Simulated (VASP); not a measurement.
Ba3S2:

```xyz
10
Lattice="3.6859 2.1281 6.7089 -3.6859 2.1281 6.7089 0.0000 -4.2561 6.7089" Properties=species:S:1:pos:R:3 pbc="T T T"
Ba   -1.4283   -2.1281    8.3862
Ba    2.5571   -0.1729    8.3862
Ba   -1.1288    2.3010    8.3862
Ba    1.4283    2.1281   11.7406
Ba   -2.5571    0.1729   11.7406
Ba    1.1288   -2.3010   11.7406
S     0.0000    0.0000   17.1516
S     0.0000    0.0000   13.0385
S     0.0000    0.0000    2.9751
S     0.0000    0.0000    7.0882
```

| Item | Value |
| --- | --- |
| Program | VASP 6.6.1 |
| Task | relaxation of cell and atoms |
| Functional | PBE |
| Potentials or basis | VASP PAW PBE potentials, release 64 (Ba_sv, S) |
| Cutoff | 600 eV |
| k mesh | 3 × 3 × 3 |
| Occupations | gaussian, width 0.1 eV |
| Spin | no spin polarisation |

At the start: pressure 10.7 GPa; volume 31.57 Å³/atom.

Where does the relaxation end?

Over 13 steps the energy falls by 295.9 meV/atom and the volume is 39.67 Å³/atom (+25.6 %); space group R-3c (No. 167, to 0.05 Å).

Step by step:
| step | energy change (eV) | largest force (eV/Å) | pressure (GPa) | volume (Å³) |
| --- | --- | --- | --- | --- |
| 1 | 0.0000 | 0.7913 | 10.71 | 315.74 |
| 2 | -2.2888 | 0.5464 | -1.38 | 422.37 |
| 3 | -2.3732 | 0.5850 | -0.04 | 399.98 |
| 4 | -2.3737 | 0.5816 | -0.17 | 401.80 |
| 5 | -2.4761 | 0.5474 | -0.17 | 401.80 |
| 6 | -2.7111 | 0.4208 | -0.21 | 401.44 |
| 7 | -2.7733 | 0.1576 | -0.31 | 399.24 |
| 8 | -2.8221 | 0.2362 | -0.27 | 400.45 |
| 9 | -2.9167 | 0.1647 | 0.36 | 392.03 |
| 10 | -2.9246 | 0.1657 | 0.63 | 388.68 |
| 11 | -2.9387 | 0.0957 | -0.48 | 402.96 |
| 12 | -2.9535 | 0.0806 | -0.04 | 396.98 |
| 13 | -2.9595 | 0.0365 | -0.06 | 396.65 |

Final structure:
```
Ba S
1.0
     3.87134    2.23512    7.64006
    -3.87134    2.23512    7.64006
     0.00000   -4.47024    7.64006
Ba S
6 4
Cartesian
  -1.3485 -2.2351 9.5501
  2.6099 -0.0503 9.5501
  -1.2614 2.2854 9.5501
  1.3485 2.2351 13.3701
  -2.6099 0.0503 13.3701
  1.2614 -2.2854 13.3701
  0.0000 0.0000 19.1790
  0.0000 0.0000 15.2013
  0.0000 0.0000 3.7412
  0.0000 0.0000 7.7189
```

Caveat: the volume moved by over 15 % at a fixed basis, so the end points are rough.
